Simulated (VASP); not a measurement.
# SnO2 (fluorite type): single point with PBE

The system is SnO2 (fluorite type).

```
CELL_PARAMETERS angstrom
0.00000 2.58847 2.58847
2.58847 0.00000 2.58847
2.58847 2.58847 0.00000
ATOMIC_POSITIONS crystal
Sn 0.00000 0.00000 0.00000
O 0.25000 0.25000 0.25000
O 0.75000 0.75000 0.75000
```

```json
{
  "Program": "VASP 6.6.1",
  "Task": "single point",
  "Functional": "PBE",
  "Potentials or basis": "VASP PAW PBE potentials, release 64 (Sn_d, O)",
  "Cutoff": "520 eV",
  "k mesh": "19 × 19 × 19",
  "Occupations": "fermi-dirac, width 0.0612256 eV",
  "Spin": "no spin polarisation"
}
```

```yaml
Pressure: -2.9 GPa
Band_gap_on_the_k_mesh: zero (bands 13 and 14 overlap by 0.32 eV)
```

Levels at points of the mesh, in eV from the Fermi level:
```
           k point  band 10  band 11  band 12  band 13  band 14  band 15  band 16  band 17
(0.00, 0.00, 0.00)    -2.92    -1.46    -1.46    -1.46    -0.53     6.73     6.73     6.73
```

Run time: 60 s on 1 thread of Intel(R) Xeon(R) 6975P-C (Granite Rapids) (shared host), peak memory 0.26 GiB.

Caveat: semilocal functionals underestimate gaps, so a narrow gap can read as zero; spin-orbit coupling is left out, which moves the levels of the heavy elements.
